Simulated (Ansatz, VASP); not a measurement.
ReS3 in VASP and in Ansatz

File INCAR:

```
SYSTEM = ReS3
PREC     = Accurate       ! precision mode
ENCUT    = 600            ! plane-wave cutoff, eV
EDIFF    = 1E-7           ! SCF threshold, eV
ISMEAR   = 0              ! smearing method
SIGMA    = 0.1            ! smearing width, eV
LREAL    = .False.        ! projectors in reciprocal space
LASPH    = .True.         ! aspherical terms in the spheres
NELM     = 60             ! most SCF steps
ALGO     = Normal         ! electronic algorithm
ISIF     = 3              ! what is computed and relaxed
LWAVE    = .False.        ! write WAVECAR
LCHARG   = .False.        ! write CHGCAR
GGA      = PE             ! functional
IBRION   = 2              ! ionic algorithm
NSW      = 90             ! ionic steps
EDIFFG   = -0.04          ! ionic threshold
```

Contents of KPOINTS:

```
Automatic mesh
0
Gamma
  6 6 6
  0 0 0
```

File POSCAR:

```
ReS3
1.0
   -2.4576513293      2.4576513293      2.4576513293
    2.4576513293     -2.4576513293      2.4576513293
    2.4576513293      2.4576513293     -2.4576513293
Re S
1 3
Direct
    0.0000000000      0.0000000000      0.0000000000
    0.0000000000      0.5000000000      0.5000000000
    0.5000000000      0.0000000000      0.5000000000
    0.5000000000      0.5000000000      0.0000000000
```

Input for Ansatz:

```yaml
crystal:
  lattice:
    - [-2.4576513293, 2.4576513293, 2.4576513293]
    - [2.4576513293, -2.4576513293, 2.4576513293]
    - [2.4576513293, 2.4576513293, -2.4576513293]
  atoms:
    - { symbol: Re, position: [0.0, 0.0, 0.0] }
    - { symbol: S, position: [0.0, 0.5, 0.5] }
    - { symbol: S, position: [0.5, 0.0, 0.5] }
    - { symbol: S, position: [0.5, 0.5, 0.0] }
basis:
  ecutwfc: 420
kpoints:
  mp_grid: { grid: [6, 6, 6] }
hamiltonian:
  xc: pbe
scf:
  occupations: { method: gaussian, width: 0.1 }
  lower_state_search: "off"
output:
  forces: true
  stress: true
  eigenvalues: true
relax:
  adjacent_minimum: "off"
  f_tol: 0.04
  max_steps: 70
  cell: { stress_tol: 0.4 }
```

Alike in both runs: task relaxation of cell and atoms; functional PBE; k mesh 6 × 6 × 6; occupations gaussian, width 0.1 eV; no spin polarisation.

```csv
,VASP,Ansatz
version,VASP 6.6.1,Ansatz 0.2.0
potentials or method,"VASP PAW PBE potentials, release 64 (Re, S), cutoff 600 eV","scalar-relativistic, plane waves, PAW"
valence electrons in the cell,25,33
```

VASP gave:

- gap on the k mesh at the Fermi level, each at its own relaxed structure (eV): none
- relaxed volume (Å³/atom): 14.95
- relaxed cell length with the largest relative difference (Å): 4.267

Q: What did Ansatz give for the same quantities?

A: gap on the k mesh at the Fermi level, each at its own relaxed structure (eV): none; relaxed volume (Å³/atom): 14.91; relaxed cell length with the largest relative difference (Å): 4.263.

A gap of «none» marks a metal or a gap that the smearing closes. VASP's potentials hold 25 valence electrons a cell and Ansatz's 33, so a difference there can come from the potentials and not from the codes.

Spin-orbit coupling is off throughout.
